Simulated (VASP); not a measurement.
GeCl2:

```xyz
3
Lattice="4.9429 0.0000 0.0000 -2.4715 4.2807 0.0000 0.0000 0.0000 3.6911" Properties=species:S:1:pos:R:3 pbc="T T T"
Ge    0.0000    0.0000    2.8681
Cl    0.0000    2.8538    2.7879
Cl    2.4715    1.4269    2.7879
```

The cell was built from a structure type or drawn by symmetry, and may not be a known phase.

* Program: VASP 6.6.1
* Task: relaxation of cell and atoms
* Functional: PBE
* Potentials or basis: VASP PAW PBE potentials, release 64 (Ge_d, Cl)
* Cutoff: 600 eV
* k mesh: 6 × 6 × 6
* Occupations: gaussian, width 0.1 eV
* Spin: no spin polarisation

At the start: pressure 0.2 GPa; volume 26.03 Å³/atom.

How do energy, volume and symmetry change on relaxing?

Over 13 steps the energy falls by 19.3 meV/atom and the volume is 37.45 Å³/atom (+43.9 %); space group P6mm (No. 183, to 0.1 Å) before and after.

Step by step:
```csv
step,energy change (eV),largest force (eV/Å),pressure (GPa),volume (Å³)
1,0.0000,0.0011,0.18,78.10
2,-0.0010,0.0018,0.20,78.43
3,-0.0039,0.0035,0.23,79.40
4,-0.0097,0.0026,0.15,81.34
5,-0.0185,0.0069,0.03,85.26
6,-0.0330,0.0122,-0.09,93.14
7,-0.0534,0.0363,-0.37,109.17
8,0.2503,0.0962,-2.82,142.27
9,-0.0536,0.0380,-0.38,109.81
10,-0.0252,0.0611,-1.02,125.87
11,-0.0542,0.0388,-0.42,111.09
12,-0.0564,0.0334,-0.27,111.67
13,-0.0579,0.0273,-0.10,112.35
```

Final structure:
```
CELL_PARAMETERS angstrom
4.97910 0.00000 0.00000
-2.48955 4.31203 0.00000
0.00000 0.00000 5.23285
ATOMIC_POSITIONS crystal
Ge 0.00000 0.00000 0.77837
Cl 0.33333 0.66667 0.75464
Cl 0.66667 0.33333 0.75464
```

Caveat: the volume moved by over 15 % at a fixed basis, so the end points are rough.
